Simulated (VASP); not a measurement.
Crystal: HfO2 (fluorite type).

```
Hf O
1.0
     0.00000    2.53500    2.53500
     2.53500    0.00000    2.53500
     2.53500    2.53500    0.00000
Hf O
1 2
Direct
  0.00000 0.00000 0.00000
  0.25000 0.25000 0.25000
  0.75000 0.75000 0.75000
```

Base run:

```yaml
Program: VASP 6.6.1
Functional: PBE
Potentials_or_basis: VASP PAW PBE potentials, release 64 (Hf_pv, O)
Cutoff: 520 eV
k_mesh: 6 × 6 × 6
Occupations: fermi-dirac, width 0.02 eV
Spin: no spin polarisation
```

Its results: band gap on the k mesh 3.80 eV; pressure 0.4 GPa.

The run is repeated on the same cell with these changes: functional from PBE to r2SCAN. What comes out?

Band gap on the k mesh 4.29 eV; pressure -5.7 GPa.

Caveats: spin-orbit coupling is left out, which moves the levels of the heavy elements; the cell stands under tension (at least some runs); the PAW data sets were made with another functional, which shifts forces and pressure a little (at least some runs).

A k mesh can miss the band edges.
